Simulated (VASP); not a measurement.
# Lu (Pm-3m) in VASP: a series of runs

Lu is run at these levels: PBE; tasks: single point.

All numbers are computed with VASP 6.6.1; they aren't measurements. Logs are shortened: lines on timing, memory, paths and dates and some standing lists are left out, and cuts for length are marked.

**1. The cell of the first run**

Symmetry: Pm-3m, No. 221, cubic system. The conventional cell has a = 3.153 Å, b = 3.153 Å, c = 3.153 Å, α = 90.00°, β = 90.00°, γ = 90.00°. Lu (site symmetry m-3m) has 6 Lu at 3.15 Å within 4.1 Å.

This isn't the form of Lu at room conditions, which is hcp.

**2. Single point, PBE (31.34 Å³/atom)**

The input, INCAR:

```
SYSTEM = Lu
PREC     = Accurate       ! precision mode
ENCUT    = 520            ! plane-wave cutoff, eV
EDIFF    = 1E-7           ! SCF threshold, eV
ISMEAR   = -1             ! smearing method
SIGMA    = 0.1            ! smearing width, eV
LREAL    = .False.        ! projectors in reciprocal space
LASPH    = .True.         ! aspherical terms in the spheres
NELM     = 100            ! most SCF steps
ALGO     = Normal         ! electronic algorithm
ISIF     = 2              ! what is computed and relaxed
LWAVE    = .False.        ! write WAVECAR
LCHARG   = .False.        ! write CHGCAR
GGA      = PE             ! functional
NBANDS   = 18             ! bands
```

The input, KPOINTS:

```
Automatic mesh
0
Gamma
  12 12 12
  0 0 0
```

The input, POSCAR:

```
Lu
1.0
    3.1527143342      0.0000000000      0.0000000000
    0.0000000000      3.1527143342      0.0000000000
    0.0000000000      0.0000000000      3.1527143342
Lu
1
Direct
    0.0000000000      0.0000000000      0.0000000000
```

Potentials or basis: VASP PAW PBE potentials, release 64 (Lu).

Command:

```console
$ cat potpaw_PBE.64/Lu/POTCAR > POTCAR
$ mpirun -np 1 vasp_std > vasp.out
```

OUTCAR:

```text
SYSTEM = Lu
   PREC = Accurate
   ENCUT = 520
   EDIFF = 1E-7
   ISMEAR = -1
   LREAL = .False.
   LASPH = .True.
   NELM = 100
   ISIF = 2
   GGA = PE

 ion  position               nearest neighbor table
   1  0.000  0.000  0.000-

  LATTYP: Found a simple cubic cell.
 ALAT       =     3.1527143342

  Lattice vectors:

 A1 = (   3.1527143342,   0.0000000000,   0.0000000000)
 A2 = (   0.0000000000,   3.1527143342,   0.0000000000)
 A3 = (   0.0000000000,   0.0000000000,   3.1527143342)

Analysis of symmetry for initial positions (statically):
=====================================================================
 Subroutine PRICEL returns:
 Original cell was already a primitive cell.

 Routine SETGRP: Setting up the symmetry group for a
 simple cubic supercell.

 Subroutine GETGRP returns: Found 48 space group operations
 (whereof 48 operations were pure point group operations)
 out of a pool of 48 trial point group operations.

The static configuration has the point symmetry O_h .

Analysis of symmetry for dynamics (positions and initial velocities):
=====================================================================
 Subroutine PRICEL returns:
 Original cell was already a primitive cell.

 Routine SETGRP: Setting up the symmetry group for a
 simple cubic supercell.

 Subroutine GETGRP returns: Found 48 space group operations
 (whereof 48 operations were pure point group operations)
 out of a pool of 48 trial point group operations.

The dynamic configuration has the point symmetry O_h .

 Subroutine INISYM returns: Found 48 space group operations
 (whereof 48 operations are pure point group operations),
 and found     1 'primitive' translations

----------------------------------------------------------------------------------------

                                     Primitive cell

  volume of cell :      31.3367

  direct lattice vectors                    reciprocal lattice vectors
     3.152714334  0.000000000  0.000000000     0.317187000  0.000000000  0.000000000
     0.000000000  3.152714334  0.000000000     0.000000000  0.317187000  0.000000000
     0.000000000  0.000000000  3.152714334     0.000000000  0.000000000  0.317187000

  length of vectors
     3.152714334  3.152714334  3.152714334     0.317187000  0.317187000  0.317187000

  position of ions in fractional coordinates (direct lattice)
[... 71 lines left out ...]
   ISPIN  =      1    spin polarized calculation?
   LNONCOLLINEAR =      F non collinear calculations
   LSORBIT =      F    spin-orbit coupling
   LASPH  =      T    aspherical Exc in radial PAW
   ENCUT  =  520.0 eV  38.22 Ry    6.18 a.u.   5.86  5.86  5.86*2*pi/ulx,y,z
   NELM   =    100;   NELMIN=  2; NELMDL= -5     # of ELM steps
   EDIFF  = 0.1E-06   stopping-criterion for ELM
   LREAL  =      F    real-space projection
   EDIFFG = 0.1E-05   stopping-criterion for IOM
   NSW    =      0    number of steps for IOM
   IBRION =     -1    ionic relax: 0-MD 1-quasi-New 2-CG
   NFREE  =      0    steps in history (QN), initial steepest desc. (CG)
   ISIF   =      2    stress and relaxation
   ISYM   =      2    0-nonsym 1-usesym 2-fastsym
   POTIM  = 0.5000    time-step for ionic-motion
   TEBEG  =    0.0;   TEEND  =   0.0 temperature during run
   PSTRESS=    0.0 pullay stress
   NELECT =      25.0000    total number of electrons
   NUPDOWN=      -1.0000    fix difference up-down
   EMIN   =  10.00;   EMAX   =-10.00  energy-range for DOS
   EFERMI =   0.00;   METHOD = LEGACY
   ISMEAR =    -1;   SIGMA  =   0.10  broadening in eV -4-tet -1-fermi 0-gaus
   EFERMI_NEDOS =   21; number of points for ismear=-14 and -15
   IALGO  =     38    algorithm
   IMIX   =      4    mixing-type and parameters
     AMIX     =   0.40;   BMIX     =  1.00
     AMIX_MAG =   1.60;   BMIX_MAG =  1.00
  volume/ion in A,a.u.               =      31.34       211.47
  Fermi-wavevector in a.u.,A,eV,Ry     =   1.518344  2.869254 31.366448  2.305369
  Thomas-Fermi vector in A             =   2.627477
   LORBIT       =      0    0 simple, 1 ext, 2 COOP (PROOUT), +10 PAW based schemes
   GGA     = PE    functional components
   LHFCALC =     F    Hartree Fock is set to
   AEXX    =    0.0000 exact exchange contribution
   IVDW    =     0    specifies the selected vdW correction
   LEPSILON=     F    determine dielectric tensor
   LRPA    =     F    only Hartree local field effects (RPA)
 non-spin polarized calculation
  energy-cutoff  :      520.00
  volume of cell :       31.34
 maximum number of plane-waves:       870
 NGX is ok and might be reduce to    24
   NGX = 11   NGY = 11   NGZ = 11

 number of electron      24.9999982 magnetization

 Free energy of the ion-electron system (eV)
  ---------------------------------------------------
  ext. energy  EPLUGINS =         0.00000000
  ---------------------------------------------------
  free energy    TOTEN  =        -3.68956691 eV

  energy without entropy =       -3.62676979  energy(sigma->0) =       -3.65816835

 E-fermi :   1.9017     XC(G=0): -10.2686

 val. band max:        1.8708657100   @ k =   0.1667   0.0000   0.0000
 cond. band min:       1.9039282041   @ k =   0.1667   0.1667   0.0000
 fundamental gap:      0.0330624940
 Fermi energy:         1.9017416614

 k-point     1 :       0.0000    0.0000    0.0000
  band No.  band energies     occupation
      1     -54.7141      2.00000
      2     -25.0927      2.00000
      3     -25.0927      2.00000
      4     -25.0927      2.00000
      5      -3.8425      2.00000
      6      -3.4430      2.00000
[... 481 lines left out ...]
      5      -3.4893      2.00000
      6      -3.4755      2.00000
[... 10 lines left out ...]
     17       6.3790      0.00000
     18      10.3679      0.00000

 [... further k-points ...]

------------------------ aborting loop because EDIFF is reached ----------------------------------------

  FORCE on cell =-STRESS in cart. coord.  units (eV):
  Direction    XX          YY          ZZ          XY          YZ          ZX
  --------------------------------------------------------------------------------------
  -------------------------------------------------------------------------------------
  Total        0.3409025      0.3409025      0.3409025      0.0000000     -0.0000000      0.0000000
  in kB       17.4295817     17.4295817     17.4295817      0.0000000     -0.0000000      0.0000000
  external PRESSURE =      17.4295817 kB  Pullay stress =       0.0000000 kB

 VOLUME and BASIS-vectors are now :
 -----------------------------------------------------------------------------
  energy-cutoff  :      520.00
  volume of cell :       31.34
      direct lattice vectors                 reciprocal lattice vectors
     3.152714334  0.000000000  0.000000000     0.317187000  0.000000000  0.000000000
     0.000000000  3.152714334  0.000000000     0.000000000  0.317187000  0.000000000
     0.000000000  0.000000000  3.152714334     0.000000000  0.000000000  0.317187000

 POSITION                                       TOTAL-FORCE (eV/Angst)
 -----------------------------------------------------------------------------------
      0.00000      0.00000      0.00000         0.000000      0.000000      0.000000
 -----------------------------------------------------------------------------------
    total drift:                                0.000000      0.000000      0.000000

  FREE ENERGIE OF THE ION-ELECTRON SYSTEM (eV)
  ---------------------------------------------------
  free  energy   TOTEN  =        -3.6895669057 eV

  energy  without entropy=       -3.6267697888  energy(sigma->0) =       -3.65816835
```

Wall time 12 s (1 thread of Intel Xeon 6975P-C (Granite Rapids), shared host); peak memory 0.18 GiB.

What came out:

```yaml
Free_energy: -3.6896 eV
Pressure: 1.7 GPa
Band_gap_on_the_k_mesh: zero (an odd number of electrons rules out a gap without spin polarisation)
```

Levels at points of the mesh, in eV from the Fermi level:
```csv
k point,band 10,band 11,band 12,band 13,band 14,band 15
"(0.00, 0.00, 0.00)",-5.31,-5.31,-5.28,-0.44,-0.44,6.30
"(0.50, 0.00, 0.00)",-5.26,-5.26,-2.70,-0.32,0.37,3.35
"(0.50, 0.50, 0.00)",-5.27,-5.26,-1.88,-0.14,3.48,3.48
"(0.50, 0.50, 0.50)",-5.28,-5.28,-0.46,-0.46,-0.46,6.20
```

Caveat: spin-orbit coupling is left out, which moves the levels of the heavy elements.

**3. Single point, PBE**

This run uses another cell than the first one, of 32.99 Å³/atom.

The input, INCAR:

```
PREC = Accurate ; ENCUT = 520
EDIFF = 1E-6 ; ISMEAR = -1
SIGMA = 0.1 ; LREAL = False
LASPH = True ; NELM = 60
ALGO = Normal ; ISIF = 2
LWAVE = False ; LCHARG = False
GGA = PE ; NBANDS = 18
```

The input, KPOINTS:

```
Automatic mesh
0
Gamma
  12 12 12
```

The input, POSCAR:

```
Lu
1.0
    3.2070821620      0.0000000000      0.0000000000
    0.0000000000      3.2070821620      0.0000000000
    0.0000000000      0.0000000000      3.2070821620
Lu
1
Direct
    0.0000000000      0.0000000000      0.0000000000
```

Potentials or basis: VASP PAW PBE potentials, release 64 (Lu).

Command:

```console
$ cat potpaw_PBE.64/Lu/POTCAR > POTCAR
$ mpirun -np 1 vasp_std > vasp.out
```

It took 10 s on 1 thread of Intel Xeon 6975P-C (Granite Rapids), shared host; peak memory 0.18 GiB.

The run converged. Its results:

* Free energy: -3.6993 eV
* Pressure: 0.1 GPa
* Band gap on the k mesh: zero (an odd number of electrons rules out a gap without spin polarisation)

Levels at points of the mesh, in eV from the Fermi level:
| k point | band 9 | band 10 | band 11 | band 12 | band 13 | band 14 | band 15 | band 16 | band 17 | band 18 |
| --- | --- | --- | --- | --- | --- | --- | --- | --- | --- | --- |
| (0.00, 0.00, 0.00) | -5.39 | -5.39 | -5.39 | -5.36 | -0.38 | -0.38 | 5.99 | 5.99 | 5.99 | 10.49 |
| (0.50, 0.00, 0.00) | -5.38 | -5.35 | -5.35 | -2.69 | -0.38 | 0.39 | 3.23 | 3.23 | 6.29 | 8.07 |
| (0.50, 0.50, 0.00) | -5.40 | -5.36 | -5.34 | -1.71 | -0.18 | 3.24 | 3.24 | 3.84 | 3.84 | 7.72 |
| (0.50, 0.50, 0.50) | -5.37 | -5.37 | -5.37 | -0.37 | -0.37 | -0.37 | 6.14 | 7.47 | 7.47 | 7.47 |

Caveat: spin-orbit coupling is left out, which moves the levels of the heavy elements.

**4. Single point, PBE**

This run uses another cell than the first one, of 32.99 Å³/atom.

The input, INCAR:

```
SYSTEM = Lu
PREC = Accurate
ENCUT = 520
EDIFF = 1E-6
ISMEAR = -1
SIGMA = 0.1
LREAL = .False.
LASPH = .True.
NELM = 100
ALGO = Normal
ISIF = 2
LWAVE = .False.
LCHARG = .True.
GGA = PE
LELF = .True.
LVHAR = .True.
NBANDS = 18
```

The input, KPOINTS:

```
regular mesh
0
Gamma
  12 12 12
  0 0 0
```

POSCAR is that of step 3.

Command:

```console
$ cat potpaw_PBE.64/Lu/POTCAR > POTCAR
$ mpirun -np 1 vasp_std > vasp.out
```

It took 11 s on 1 thread of Intel Xeon 6975P-C (Granite Rapids), shared host; peak memory 0.18 GiB.

The run converged. Its results:

```yaml
Free_energy: -3.6993 eV
Pressure: 0.1 GPa
Band_gap_on_the_k_mesh: zero (an odd number of electrons rules out a gap without spin polarisation)
```

Levels at points of the mesh, in eV from the Fermi level:
```csv
k point,band 11,band 12,band 13,band 14,band 15,band 16
"(0.00, 0.00, 0.00)",-5.39,-5.36,-0.38,-0.38,5.99,5.99
"(0.50, 0.00, 0.00)",-5.35,-2.69,-0.38,0.39,3.23,3.23
"(0.50, 0.50, 0.00)",-5.34,-1.71,-0.18,3.24,3.24,3.84
"(0.50, 0.50, 0.50)",-5.37,-0.37,-0.37,-0.37,6.14,7.47
```

Caveat: spin-orbit coupling is left out, which moves the levels of the heavy elements.
